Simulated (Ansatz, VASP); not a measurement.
## Si in VASP and in Ansatz

The input INCAR:

```
SYSTEM = Si
PREC = Accurate ; ENCUT = 520
EDIFF = 1E-6 ; ISMEAR = 0
SIGMA = 0.1 ; LREAL = .FALSE.
LASPH = .TRUE. ; NELM = 100
ALGO = Normal ; ISIF = 2
LWAVE = .FALSE. ; LCHARG = .FALSE.
GGA = PE ; NBANDS = 11
```

File KPOINTS:

```
regular mesh
0
G
  6 6 6
  0 0 0
```

The input POSCAR:

```
Si
1.0
    0.0000000000      2.7185000000      2.7185000000
    2.7185000000      0.0000000000      2.7185000000
    2.7185000000      2.7185000000      0.0000000000
Si
2
Direct
    0.5000000000      0.5000000000      0.5000000000
    0.7500000000      0.7500000000      0.7500000000
```

Input for Ansatz:

```yaml
crystal:
  lattice:
    - [0.0, 2.7185, 2.7185]
    - [2.7185, 0.0, 2.7185]
    - [2.7185, 2.7185, 0.0]
  atoms:
    - { symbol: Si, position: [0.5, 0.5, 0.5] }
    - { symbol: Si, position: [0.75, 0.75, 0.75] }
basis:
  ecutwfc: 420
kpoints:
  mp_grid: { grid: [6, 6, 6] }
hamiltonian:
  xc: pbe
  pseudopotentials: { kind: paw, azcp: { folder: soft_1 } }
scf:
  occupations: { method: gaussian, width: 0.1 }
output:
  forces: true
  stress: true
  eigenvalues: true
```

Alike in both runs: task single point; functional PBE; k mesh 6 × 6 × 6; occupations gaussian, width 0.1 eV; no spin polarisation.

```csv
,VASP,Ansatz
version,VASP 6.6.1,Ansatz 0.2.0
potentials or method,"VASP PAW PBE potentials, release 64 (Si), cutoff 520 eV","scalar-relativistic, plane waves, PAW"
valence electrons in the cell,8,8
```

```csv
,VASP,Ansatz,Ansatz less VASP
gap on the k mesh at the Fermi level (eV),0.71,0.71,-0.001
least direct gap on the mesh (eV),2.56,2.56,-0.005
pressure (GPa),1.7,1.7,+0.06
```

The functional is the same, so the differences come from potentials, cutoffs and numerics.
